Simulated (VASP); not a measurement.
Input of a VASP 6.6.1 run:

The input POSCAR:

```
Ti
1.0
    2.9357969418      0.0000000000      0.0000000000
   -1.4678984709      2.5424747320      0.0000000000
    0.0000000000      0.0000000000     21.6361929089
Ti
3
Direct
    0.3333333333      0.6666666667      0.3928602428
    0.6666666667      0.3333333333      0.4950888538
    0.3333333333      0.6666666667      0.5972822239
```

Contents of INCAR.step1:

```
SYSTEM = Ti
  PREC = Accurate
  ENCUT = 520
  ISMEAR = 0
  SIGMA = 0.1
  LREAL = .FALSE.
  LASPH = .TRUE.
  NELM = 100
  LDIPOL = .TRUE.
  IDIPOL = 3
  DIPOL = 0.5 0.5 0.495
  NBANDS = 25
  GGA = PE
  ALGO = Normal
  EDIFF = 1E-4
  LWAVE = .TRUE.
  LCHARG = .FALSE.
```

File INCAR.step2:

```
SYSTEM = Ti
  PREC = Accurate
  ENCUT = 520
  EDIFF = 1E-6
  ISMEAR = 0
  SIGMA = 0.1
  LREAL = .FALSE.
  LASPH = .TRUE.
  NELM = 100
  ALGO = Normal
  ISIF = 2
  LWAVE = .FALSE.
  LCHARG = .FALSE.
  LDIPOL = .TRUE.
  IDIPOL = 3
  DIPOL = 0.5 0.5 0.495
  METAGGA = R2SCAN
  LMIXTAU = .TRUE.
  NBANDS = 25
  ISTART = 1
```

The input KPOINTS:

```
Automatic mesh
0
G
  12 12 1
  0 0 0
```

Potentials or basis: VASP PAW PBE potentials, release 64 (Ti_sv).

Command:

```bash
$ cat potpaw_PBE.64/Ti_sv/POTCAR > POTCAR
$ cp INCAR.step1 INCAR
$ mpirun -np 1 vasp_std > vasp.out
$ cp INCAR.step2 INCAR
$ mpirun -np 1 vasp_std > vasp.out
```

Task: What does it give for the largest force?

Result: 0.031 eV/Å.

Task: Predict the band gap on the k mesh.

Result: Zero (band 18 reaches 0.56 eV, above the bottom of band 19 at -0.56 eV).

Forces on the atoms (eV/Å):
```
Ti   0.000  0.000 -0.029
Ti   0.000  0.000 -0.003
Ti   0.000  0.000  0.031
```

Caveat: the PAW data sets were made with another functional, which shifts forces and pressure a little.
